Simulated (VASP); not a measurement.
The system is Sb.

```xyz
1
Lattice="3.1600 0.0000 0.0000 0.0000 3.1600 0.0000 0.0000 0.0000 3.1600" Properties=species:S:1:pos:R:3 pbc="T T T"
Sb    0.0000    0.0000    0.0000
```

Base run:

- Program: VASP 6.6.1
- Functional: PBE
- Potentials or basis: VASP PAW PBE potentials, release 64 (Sb)
- Cutoff: 520 eV
- k mesh: 10 × 10 × 10
- Occupations: gaussian, width 0.05 eV
- Spin: no spin polarisation

Its results: pressure -2.7 GPa.

Problem. The run is repeated on the same cell with these changes: functional from PBE to r2SCAN. What comes out?

Solution. Pressure -3.9 GPa.

Caveats: the PAW data sets were made with another functional, which shifts forces and pressure a little (some runs).
